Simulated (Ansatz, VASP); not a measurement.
# ZnS in VASP and in Ansatz

File INCAR:

```
  PREC = Accurate
  ENCUT = 520
  EDIFF = 1E-6
  ISMEAR = 0
  SIGMA = 0.05
  LREAL = F
  LASPH = T
  NELM = 100
  ALGO = Normal
  ISIF = 2
  LWAVE = F
  LCHARG = T
  GGA = PS
  LELF = T
  LVHAR = T
  NBANDS = 26
```

File KPOINTS:

```
regular mesh
0
Gamma
  9 9 6
```

Contents of POSCAR:

```
ZnS
1.0
    3.8311821878      0.0000000000      0.0000000000
   -1.9155910939      3.3179011011      0.0000000000
    0.0000000000      0.0000000000      6.2903751065
Zn S
2 2
Direct
    0.3333333333      0.6666666667     -0.0187171420
    0.6666666667      0.3333333333      0.4812828580
    0.3333333333      0.6666666667      0.3795575521
    0.6666666667      0.3333333333      0.8795575521
```

Input for Ansatz:

```yaml
crystal:
  lattice:
    - [3.8311821878, 0.0, 0.0]
    - [-1.9155910939, 3.3179011011, 0.0]
    - [0.0, 0.0, 6.2903751065]
  atoms:
    - { symbol: Zn, position: [0.3333333333, 0.6666666667, -0.018717142] }
    - { symbol: Zn, position: [0.6666666667, 0.3333333333, 0.481282858] }
    - { symbol: S, position: [0.3333333333, 0.6666666667, 0.3795575521] }
    - { symbol: S, position: [0.6666666667, 0.3333333333, 0.8795575521] }
basis:
  ecutwfc: 520.0
kpoints:
  mp_grid: { grid: [9, 9, 6] }
hamiltonian:
  xc: pbesol
  pseudopotentials: { kind: paw }
scf:
  occupations: { method: gaussian, width: 0.05 }
output:
  forces: true
  stress: true
  eigenvalues: true
```

Alike in both runs: task single point; functional PBEsol; k mesh 9 × 9 × 6; occupations gaussian, width 0.05 eV; no spin polarisation.

|  | VASP | Ansatz |
| --- | --- | --- |
| version | VASP 6.6.1 | Ansatz 0.2.0 |
| potentials or method | VASP PAW PBE potentials, release 64 (Zn, S), cutoff 520 eV | scalar-relativistic, plane waves, PAW |
| valence electrons in the cell | 36 | 36 |

Ansatz gave:

| Property | Result |
| --- | --- |
| gap on the k mesh at the Fermi level (eV) | 2.02 |
| least direct gap on the mesh (eV) | 2.02 |
| pressure (GPa) | -2.1 |
| traceless stress, the component that is largest in VASP (GPa) | -2.35 |
| rms of the force components (eV/Å) | 0.315 |

**Question.** Estimate VASP's values.

**Answer.** gap on the k mesh at the Fermi level (eV): 2.03; least direct gap on the mesh (eV): 2.03; pressure (GPa): -1.9; traceless stress, the component that is largest in VASP (GPa): -2.40; rms of the force components (eV/Å): 0.318.

VASP's potentials were made for PBE, not for PBEsol. Atom by atom the forces differ by 0.002 eV/Å (rms over components).
